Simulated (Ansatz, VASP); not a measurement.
**Two plane-wave programs on PbO**

```
CELL_PARAMETERS angstrom
3.90855 0.00000 0.00000
0.00000 3.90855 0.00000
0.00000 0.00000 4.90773
ATOMIC_POSITIONS crystal
Pb 0.50000 0.00000 0.76000
Pb 0.00000 0.50000 0.24000
O 0.50000 0.50000 0.00000
O 0.00000 0.00000 0.00000
```

Alike in both runs: task single point; functional SVWN5; k mesh 7 × 7 × 6; occupations fermi-dirac, width 0.05 eV; no spin polarisation.

|  | VASP | Ansatz |
| --- | --- | --- |
| version | VASP 6.6.1 | Ansatz 0.2.0 |
| potentials or method | VASP PAW PBE potentials, release 64 (Pb_d, O) | Ansatz PAW |
| plane-wave cutoff (eV) | 600 | 420 |
| valence electrons in the cell | 40 | 40 |

Ansatz gave:

| Property | Result |
| --- | --- |
| gap on the k mesh at the Fermi level (eV) | 1.29 |
| least direct gap on the mesh (eV) | 2.38 |
| pressure (GPa) | 1.7 |
| traceless stress, the component that is largest in VASP (GPa) | -0.50 |
| rms of the force components (eV/Å) | 0.092 |

Task: What did VASP give for the same quantities?

Result: gap on the k mesh at the Fermi level (eV): 1.30; least direct gap on the mesh (eV): 2.36; pressure (GPa): 1.9; traceless stress, the component that is largest in VASP (GPa): -0.52; rms of the force components (eV/Å): 0.115.

VASP's potentials were made for PBE, not for SVWN5. Atom by atom the forces differ by 0.024 eV/Å (rms over components).

Neither program's run includes spin-orbit coupling. Noted on Ansatz's run: odd divisions of the mesh miss points on the zone boundary, where band edges often lie, so the gap on the mesh can be too wide.
